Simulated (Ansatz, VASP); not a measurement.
This is a calculation of HgTe for Ansatz 0.2.0.

Contents of input.yaml:

```yaml
crystal:
  lattice:
    - [0.0, 3.2145, 3.27879]
    - [3.2145, 0.0, 3.27879]
    - [3.2145, 3.2145, 0.0]
  atoms:
    - { symbol: Hg, position: [0.0, 0.0, 0.0] }
    - { symbol: Te, position: [0.75, 0.75, 0.75] }
hamiltonian:
  xc: pbesol
  pseudopotentials: { kind: paw }
kpoints:
  mp_grid: { grid: [6, 6, 6] }
scf:
  occupations: { method: fermi_dirac, width: 0.05 }
output:
  forces: true
  stress: true
  eigenvalues: true
```

Potentials or basis: Ansatz PAW.

Launch:

```console
$ ansatz run input.yaml --threads 2 --pin off --max-ram 5632MiB --backend cpu --events-out ev --progress --plain --runs-dir out
```

**Question.** Translate it to VASP 6.6.1. Potentials there: VASP PAW PBE potentials, release 64 (Hg, Te).

**Answer.** As run (the cutoff follows the program's own potentials):

Contents of INCAR:

```
ALGO = Normal ; EDIFF = 1E-7
ENCUT = 520 ; GGA = PS
ISIF = 2 ; ISMEAR = -1
LASPH = T ; LCHARG = F
LREAL = F ; LWAVE = F
NBANDS = 16 ; NELM = 80
PREC = Accurate ; SIGMA = 0.05
```

KPOINTS

```
k-points
0
Gamma
  6 6 6
```

POSCAR

```
HgTe
1.0
    0.0000000000      3.2145000000      3.2787900000
    3.2145000000      0.0000000000      3.2787900000
    3.2145000000      3.2145000000      0.0000000000
Hg Te
1 1
Direct
    0.0000000000      0.0000000000      0.0000000000
    0.7500000000      0.7500000000      0.7500000000
```

Potentials or basis: VASP PAW PBE potentials, release 64 (Hg, Te).

Run with:

```sh
$ cat potpaw_PBE.64/Hg/POTCAR potpaw_PBE.64/Te/POTCAR > POTCAR
$ mpirun -np 1 vasp_std > vasp.out
```

Both were run:

|  | VASP | Ansatz | Ansatz less VASP |
| --- | --- | --- | --- |
| gap on the k mesh at the Fermi level (eV) | none | none | - |
| pressure (GPa) | 1.0 | 0.8 | -0.12 |
| traceless stress, the component that is largest in VASP (GPa) | -0.20 | -0.20 | 0.000 |

VASP's potentials were made for PBE, not for PBEsol. A gap of «none» marks a metal or a gap that the smearing closes. With one functional, cell and mesh, what is left measures potentials, basis and numerics. VASP's potentials hold 18 valence electrons a cell and Ansatz's 36, so a difference there can come from the potentials and not from the codes.

Spin-orbit coupling is off throughout.
